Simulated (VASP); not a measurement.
Here is a VASP 6.6.1 calculation.

The input INCAR:

```
SYSTEM = VH
PREC = Accurate
ENCUT = 500
EDIFF = 1E-6
ISMEAR = 1
SIGMA = 0.2
LREAL = .FALSE.
LASPH = .TRUE.
NELM = 200
ALGO = Normal
ISIF = 2
LWAVE = .FALSE.
LCHARG = .TRUE.
ISPIN = 2
MAGMOM = 2 0
LORBIT = 11
LMAXMIX = 4
GGA = PS
LELF = .TRUE.
LVHAR = .TRUE.
NBANDS = 18
GGA_COMPAT = .FALSE.
```

File KPOINTS:

```
Automatic mesh
0
G
  6 6 6
  0 0 0
```

File POSCAR:

```
VH
1.0
    0.0000000000      1.9637535000      1.9637535000
    1.9637535000      0.0000000000      1.9637535000
    1.9637535000      1.9637535000      0.0000000000
V H
1 1
Direct
    0.0000000000      0.0000000000      0.0000000000
    0.5000000000      0.5000000000      0.5000000000
```

Potentials or basis: VASP PAW PBE potentials, release 64 (V_sv, H).

Launch:

```bash
$ cat potpaw_PBE.64/V_sv/POTCAR potpaw_PBE.64/H/POTCAR > POTCAR
$ mpirun -np 1 vasp_std > vasp.out
```

Task: Predict the net moment.

Result: 0.01 μB per cell.

Task: What does it give for the pressure?

Result: -2.9 GPa.

Task: Predict the band gap on the k mesh.

Result: Zero (filled and empty bands overlap).

Caveat: the k points lie up to 0.46 Å⁻¹ apart, too coarse for converged energies and pressures of a metal; the moments typed at the start vanished in this run; the PAW data sets were made with another functional, which shifts forces and pressure a little.
